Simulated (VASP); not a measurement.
# C (Fd-3m) in VASP: notebook

Aim: see how the results for C move with the level of theory and the settings. Levels: PBEsol-based screened hybrid with 25 % exact exchange, r2SCAN+rVV10. Tasks: single point.

All numbers are computed with VASP 6.6.1; they aren't measurements. Logs are shortened: lines on timing, memory, paths and dates and some standing lists are left out, and cuts for length are marked.

## 1. The cell of the first run

Symmetry: Fd-3m, No. 227, cubic system. The conventional cell has a = 3.590 Å, b = 3.590 Å, c = 3.590 Å, α = 90.00°, β = 90.00°, γ = 90.00°. C (site symmetry -43m) has 4 C at 1.55 Å within 2.1 Å.

## 2. Single point, PBEsol-based screened hybrid with 25 % exact exchange

The input, POSCAR:

```
C
1.0
    0.0000000000      1.7951807415      1.7951807415
    1.7951807415      0.0000000000      1.7951807415
    1.7951807415      1.7951807415      0.0000000000
C
2
Direct
    0.7500000000      0.7500000000      0.7500000000
    0.5000000000      0.5000000000      0.5000000000
```

The input, INCAR.step1:

```
ALGO     = Normal         # electronic algorithm
EDIFF    = 1E-5           # SCF threshold, eV
ENCUT    = 520            # plane-wave cutoff, eV
GGA      = PE             # functional
ISIF     = 2              # what is computed and relaxed
ISMEAR   = -1             # smearing method
LASPH    = True           # aspherical terms in the spheres
LCHARG   = False          # write CHGCAR
LREAL    = False          # projectors in reciprocal space
LWAVE    = True           # write WAVECAR
NBANDS   = 11             # bands
NELM     = 100            # most SCF steps
PREC     = Accurate       # precision mode
SIGMA    = 0.05           # smearing width, eV
```

The input, INCAR.step2:

```
AEXX     = 0.25           # exact-exchange fraction
ALGO     = Normal         # electronic algorithm
EDIFF    = 1E-6           # SCF threshold, eV
ENCUT    = 520            # plane-wave cutoff, eV
GGA      = PS             # functional
HFSCREEN = 0.207          # screening, 1/A
ISIF     = 2              # what is computed and relaxed
ISMEAR   = -1             # smearing method
ISTART   = 1            
LASPH    = True           # aspherical terms in the spheres
LCHARG   = False          # write CHGCAR
LHFCALC  = True           # exact exchange
LREAL    = False          # projectors in reciprocal space
LWAVE    = False          # write WAVECAR
NBANDS   = 11             # bands
NELM     = 100            # most SCF steps
PREC     = Accurate       # precision mode
PRECFOCK = Normal       
SIGMA    = 0.05           # smearing width, eV
```

The input, KPOINTS:

```
k-points
0
Gamma
  7 7 7
```

Potentials or basis: VASP PAW PBE potentials, release 64 (C).

Launch:

```console
> cat potpaw_PBE.64/C/POTCAR > POTCAR
> cp INCAR.step1 INCAR
> mpirun -np 1 vasp_std > vasp.out
> cp INCAR.step2 INCAR
> mpirun -np 1 vasp_std > vasp.out
```

OUTCAR:

```text
AEXX = 0.25
   EDIFF = 1E-6
   ENCUT = 520
   GGA = PS
   HFSCREEN = 0.207
   ISIF = 2
   ISMEAR = -1
   ISTART = 1
   LASPH = True
   LHFCALC = True
   LREAL = False
   NELM = 100
   PREC = Accurate
   PRECFOCK = Normal

 ion  position               nearest neighbor table
   1  0.750  0.750  0.750-   2 1.55   2 1.55   2 1.55   2 1.55
   2  0.500  0.500  0.500-   1 1.55   1 1.55   1 1.55   1 1.55

  LATTYP: Found a face centered cubic cell.
 ALAT       =     3.5903614830

  Lattice vectors:

 A1 = (   0.0000000000,   1.7951807415,   1.7951807415)
 A2 = (   1.7951807415,   0.0000000000,   1.7951807415)
 A3 = (   1.7951807415,   1.7951807415,   0.0000000000)

Analysis of symmetry for initial positions (statically):
=====================================================================
 Subroutine PRICEL returns:
 Original cell was already a primitive cell.

 Routine SETGRP: Setting up the symmetry group for a
 face centered cubic supercell.

 Subroutine GETGRP returns: Found 48 space group operations
 (whereof 24 operations were pure point group operations)
 out of a pool of 48 trial point group operations.

The static configuration has the point symmetry T_d .
 The point group associated with its full space group is O_h .

Analysis of symmetry for dynamics (positions and initial velocities):
=====================================================================
 Subroutine PRICEL returns:
 Original cell was already a primitive cell.

 Routine SETGRP: Setting up the symmetry group for a
 face centered cubic supercell.

 Subroutine GETGRP returns: Found 48 space group operations
 (whereof 24 operations were pure point group operations)
 out of a pool of 48 trial point group operations.

The dynamic configuration has the point symmetry T_d .
 The point group associated with its full space group is O_h .

 Subroutine INISYM returns: Found 48 space group operations
 (whereof 24 operations are pure point group operations),
 and found     1 'primitive' translations

----------------------------------------------------------------------------------------

                                     Primitive cell

  volume of cell :      11.5706

  direct lattice vectors                    reciprocal lattice vectors
     0.000000000  1.795180742  1.795180742    -0.278523487  0.278523487  0.278523487
     1.795180742  0.000000000  1.795180742     0.278523487 -0.278523487  0.278523487
     1.795180742  1.795180742  0.000000000     0.278523487  0.278523487 -0.278523487

  length of vectors
     2.538768952  2.538768952  2.538768952     0.482416831  0.482416831  0.482416831

  position of ions in fractional coordinates (direct lattice)
     0.750000000  0.750000000  0.750000000
     0.500000000  0.500000000  0.500000000

  ion indices of the primitive-cell ions
   primitive index   ion index
                 1           1
                 2           2

----------------------------------------------------------------------------------------

 KPOINTS: k-points

Automatic generation of k-mesh.
 Grid dimensions read from file:
 generate k-points for:    7    7    7

 Generating k-lattice:

  Cartesian coordinates                     Fractional coordinates (reciprocal lattice)
    -0.039789070  0.039789070  0.039789070     0.142857143  0.000000000  0.000000000
     0.039789070 -0.039789070  0.039789070     0.000000000  0.142857143  0.000000000
     0.039789070  0.039789070 -0.039789070     0.000000000  0.000000000  0.142857143

  Length of vectors
     0.068916690  0.068916690  0.068916690

  Shift w.r.t. Gamma in fractional coordinates (k-lattice)
     0.000000000  0.000000000  0.000000000

 Subroutine IBZKPT returns following result:
 ===========================================

 Found     20 irreducible k-points:

 Following reciprocal coordinates:
            Coordinates               Weight
  0.000000  0.000000  0.000000      1.000000
  0.142857  0.000000  0.000000      8.000000
  0.285714  0.000000  0.000000      8.000000
  0.428571  0.000000  0.000000      8.000000
  0.142857  0.142857  0.000000      6.000000
  0.285714  0.142857  0.000000     24.000000
[... 12 lines left out ...]
 -0.428571  0.428571  0.142857     24.000000
 -0.285714  0.428571  0.142857     24.000000
   k-points           NKPTS =     20   k-points in BZ     NKDIM =    343   number of bands    NBANDS=     11
   number of dos      NEDOS =    301   number of ions     NIONS =      2
   total plane-waves  NPLWV =   8000
   dimension x,y,z NGX =    20 NGY =   20 NGZ =   20
   dimension x,y,z NGXF=    40 NGYF=   40 NGZF=   40
   ions per type =               2
   NGX,Y,Z   is equivalent  to a cutoff of  13.10, 13.10, 13.10 a.u.
   NGXF,Y,Z  is equivalent  to a cutoff of  26.19, 26.19, 26.19 a.u.
 SYSTEM =  unknown system
   PREC   = accura    normal or accurate (medium, high low for compatibility)
   ISTART =      1    job   : 0-new  1-cont  2-samecut
   ICHARG =      0    charge: 1-file 2-atom 10-const
   ISPIN  =      1    spin polarized calculation?
   LNONCOLLINEAR =      F non collinear calculations
   LSORBIT =      F    spin-orbit coupling
   LASPH  =      T    aspherical Exc in radial PAW
   ENCUT  =  520.0 eV  38.22 Ry    6.18 a.u.   4.72  4.72  4.72*2*pi/ulx,y,z
   NELM   =    100;   NELMIN=  2; NELMDL=  0     # of ELM steps
   EDIFF  = 0.1E-05   stopping-criterion for ELM
   LREAL  =      F    real-space projection
   EDIFFG = 0.1E-04   stopping-criterion for IOM
   NSW    =      0    number of steps for IOM
   IBRION =     -1    ionic relax: 0-MD 1-quasi-New 2-CG
   NFREE  =      0    steps in history (QN), initial steepest desc. (CG)
   ISIF   =      2    stress and relaxation
   ISYM   =      3    0-nonsym 1-usesym 2-fastsym
   POTIM  = 0.5000    time-step for ionic-motion
   TEBEG  =    0.0;   TEEND  =   0.0 temperature during run
   PSTRESS=    0.0 pullay stress
   NELECT =       8.0000    total number of electrons
   NUPDOWN=      -1.0000    fix difference up-down
   EMIN   =  10.00;   EMAX   =-10.00  energy-range for DOS
   EFERMI =   0.00;   METHOD = LEGACY
   ISMEAR =    -1;   SIGMA  =   0.05  broadening in eV -4-tet -1-fermi 0-gaus
   EFERMI_NEDOS =   21; number of points for ismear=-14 and -15
   IALGO  =     38    algorithm
   IMIX   =      1    mixing-type and parameters
     AMIX     =   0.40;   BMIX     =  1.00
     AMIX_MAG =   1.60;   BMIX_MAG =  1.00
  volume/ion in A,a.u.               =       5.79        39.04
  Fermi-wavevector in a.u.,A,eV,Ry     =   1.447616  2.735597 28.512253  2.095592
  Thomas-Fermi vector in A             =   2.565550
   LORBIT       =      0    0 simple, 1 ext, 2 COOP (PROOUT), +10 PAW based schemes
   GGA     = PS    functional components
   LHFCALC =     T    Hartree Fock is set to
   PRECFOCK=normal    Normal, Fast or Accurate (Low or Medium for compatibility)
   ENCUT4O =  -1.0   cutoff for four orbital integrals eV
   NKREDX  =     1    reduce k-point grid by
   NKREDY  =     1    reduce k-point grid by
   NKREDZ  =     1    reduce k-point grid by
   AEXX    =    0.2500 exact exchange contribution
   HFSCREEN=    0.2070 screening length (either q_TF or 0.3 A-1)
   HFSCREENC=   0.2070 screening length for correlation (either q_TF or 0.3 A-1)
   ENCUTFOCK=  -1.0 apply spherical cutoff to Coloumb kernel
   IVDW    =     0    specifies the selected vdW correction
   LEPSILON=     F    determine dielectric tensor
   LRPA    =     F    only Hartree local field effects (RPA)
 non-spin polarized calculation
  energy-cutoff  :      520.00
  volume of cell :       11.57
 maximum number of plane-waves:       331
  NGX = 16; NGY = 16; NGZ = 16

 number of electron       8.0000000 magnetization

 Free energy of the ion-electron system (eV)
  ---------------------------------------------------
  ext. energy  EPLUGINS =         0.00000000
  ---------------------------------------------------
  free energy    TOTEN  =       -21.76775383 eV

  energy without entropy =      -21.76775383  energy(sigma->0) =      -21.76775383

 E-fermi :   9.7891     XC(G=0): -10.8462

 val. band max:        8.8041487528   @ k =   0.0000   0.0000   0.0000
 cond. band min:      14.0853178425   @ k =   0.4286   0.4286   0.0000
 fundamental gap:      5.2811690897
 Fermi energy:         9.7891007991

 k-point     1 :       0.0000    0.0000    0.0000
  band No.  band energies     occupation
      1     -14.4587      2.00000
      2       8.8041      2.00000
      3       8.8041      2.00000
      4       8.8041      2.00000
      5      15.6834      0.00000
      6      15.6834      0.00000
      7      15.6834      0.00000
      8      23.6350      0.00000
      9      29.2002      0.00000
     10      36.8545      0.00000
     11      36.8545      0.00000

 k-point     2 :       0.1429    0.0000    0.0000
  band No.  band energies     occupation
      1     -13.8557      2.00000
      2       5.6200      2.00000
      3       7.9560      2.00000
      4       7.9560      2.00000
      5      16.8057      0.00000
      6      16.8057      0.00000
      7      17.1966      0.00000
      8      24.1752      0.00000
      9      30.1132      0.00000
     10      33.3310      0.00000
     11      33.3310      0.00000

 k-point     3 :       0.2857    0.0000    0.0000
  band No.  band energies     occupation
      1     -12.0722      2.00000
      2       0.3593      2.00000
      3       6.6504      2.00000
      4       6.6504      2.00000
      5      18.2856      0.00000
      6      18.2856      0.00000
      7      18.4221      0.00000
      8      25.3907      0.00000
      9      30.9393      0.00000
     10      32.8178      0.00000
     11      32.8178      0.00000
[... 211 lines left out ...]
 k-point    19 :      -0.4286    0.4286    0.1429
  band No.  band energies     occupation
      1      -6.8248      2.00000
      2      -2.5702      2.00000
      3       0.6923      2.00000
      4       1.4167      2.00000
      5      17.0074      0.00000
      6      18.2113      0.00000
      7      24.2463      0.00000
      8      26.5050      0.00000
      9      31.6922      0.00000
     10      33.1429      0.00000
     11      40.2985      0.00000

 k-point    20 :      -0.2857    0.4286    0.1429
  band No.  band energies     occupation
      1      -5.4224      2.00000
      2      -3.5863      2.00000
      3      -0.9851      2.00000
      4       1.7406      2.00000
      5      18.1838      0.00000
      6      22.0252      0.00000
      7      23.3138      0.00000
      8      24.1162      0.00000
      9      29.7510      0.00000
     10      33.5307      0.00000
     11      38.2141      0.00000

------------------------ aborting loop because EDIFF is reached ----------------------------------------

  FORCE on cell =-STRESS in cart. coord.  units (eV):
  Direction    XX          YY          ZZ          XY          YZ          ZX
  --------------------------------------------------------------------------------------
  -------------------------------------------------------------------------------------
  Total       -1.4333863     -1.4333863     -1.4333863      0.0000000      0.0000000     -0.0000000
  in kB     -198.4811567   -198.4811567   -198.4811567      0.0000000      0.0000000     -0.0000000
  external PRESSURE =    -198.4811567 kB  Pullay stress =       0.0000000 kB

 VOLUME and BASIS-vectors are now :
 -----------------------------------------------------------------------------
  energy-cutoff  :      520.00
  volume of cell :       11.57
      direct lattice vectors                 reciprocal lattice vectors
     0.000000000  1.795180742  1.795180742    -0.278523487  0.278523487  0.278523487
     1.795180742  0.000000000  1.795180742     0.278523487 -0.278523487  0.278523487
     1.795180742  1.795180742  0.000000000     0.278523487  0.278523487 -0.278523487

 POSITION                                       TOTAL-FORCE (eV/Angst)
 -----------------------------------------------------------------------------------
      2.69277      2.69277      2.69277        -0.000000     -0.000000     -0.000000
      1.79518      1.79518      1.79518         0.000000      0.000000      0.000000
 -----------------------------------------------------------------------------------
    total drift:                               -0.000000     -0.000000     -0.000000

  FREE ENERGIE OF THE ION-ELECTRON SYSTEM (eV)
  ---------------------------------------------------
  free  energy   TOTEN  =       -21.7677538324 eV

  energy  without entropy=      -21.7677538324  energy(sigma->0) =      -21.76775383
```

Run time: 3.3 min. Hardware: 1 thread of AMD EPYC 9R45 (Zen 5), shared host; peak memory 0.19 GiB.

What came out:

```
Free energy            : -21.7678 eV
Pressure               : -19.8 GPa
Band gap on the k mesh : 5.28 eV (least direct gap 6.88 eV)
```

Caveat: the k points lie up to 0.43 Å⁻¹ apart; the PAW data sets were made with another functional, which shifts forces and pressure a little; an odd mesh through Γ misses points on the zone boundary, where band edges can lie.

## 3. Single point, r2SCAN+rVV10

This run uses another cell than the first one, of 5.44 Å³/atom.

The input, POSCAR:

```
C
1.0
    0.0000000000      1.7592674508      1.7592674508
    1.7592674508      0.0000000000      1.7592674508
    1.7592674508      1.7592674508      0.0000000000
C
2
Direct
    0.7500000000      0.7500000000      0.7500000000
    0.5000000000      0.5000000000      0.5000000000
```

The input, INCAR.step1:

```
PREC     = Accurate       # precision mode
ENCUT    = 1430           # plane-wave cutoff, eV
ISMEAR   = -1             # smearing method
SIGMA    = 0.05           # smearing width, eV
LREAL    = False          # projectors in reciprocal space
LASPH    = True           # aspherical terms in the spheres
NELM     = 120            # most SCF steps
NBANDS   = 11             # bands
GGA      = PE             # functional
ALGO     = Normal         # electronic algorithm
EDIFF    = 1E-5           # SCF threshold, eV
LWAVE    = True           # write WAVECAR
LCHARG   = False          # write CHGCAR
GGA_COMPAT= False
```

The input, INCAR.step2:

```
PREC     = Accurate       # precision mode
ENCUT    = 1430           # plane-wave cutoff, eV
EDIFF    = 1E-6           # SCF threshold, eV
ISMEAR   = -1             # smearing method
SIGMA    = 0.05           # smearing width, eV
LREAL    = False          # projectors in reciprocal space
LASPH    = True           # aspherical terms in the spheres
NELM     = 120            # most SCF steps
ALGO     = Normal         # electronic algorithm
ISIF     = 2              # what is computed and relaxed
LWAVE    = False          # write WAVECAR
LCHARG   = False          # write CHGCAR
METAGGA  = R2SCAN         # meta-GGA
LMIXTAU  = True         
LUSE_VDW = True         
IVDW_NL  = 2            
BPARAM   = 11.95        
CPARAM   = 0.0093       
NBANDS   = 11             # bands
ISTART   = 1            
GGA_COMPAT= False
```

The input, KPOINTS:

```
Automatic mesh
0
Gamma
  13 13 13
```

Potentials or basis: VASP PAW PBE potentials, release 64 (C_h).

Launch:

```console
> cat potpaw_PBE.64/C_h/POTCAR > POTCAR
> cp INCAR.step1 INCAR
> mpirun -np 1 vasp_std > vasp.out
> cp INCAR.step2 INCAR
> mpirun -np 1 vasp_std > vasp.out
```

Run time: 2 min. Hardware: 1 thread of Intel Xeon Platinum 8259CL at 2.50GHz (Skylake/Cascade Lake), shared host; peak memory 0.32 GiB.

Results (log left out):

* Free energy: -19.6105 eV
* Pressure: 15.3 GPa
* Band gap on the k mesh: 4.43 eV (least direct gap 5.99 eV)

Levels at points of the mesh, in eV from the valence-band top:
| k point | band 1 | band 2 | band 3 | band 4 | band 5 | band 6 | band 7 | band 8 | band 9 |
| --- | --- | --- | --- | --- | --- | --- | --- | --- | --- |
| (0.00, 0.00, 0.00) | -23.26 | 0.00 | 0.00 | 0.00 | 5.99 | 5.99 | 5.99 | 14.84 | 20.89 |

Caveat: the cell stands under pressure; the PAW data sets were made with another functional, which shifts forces and pressure a little; an odd mesh through Γ misses points on the zone boundary, where band edges can lie.
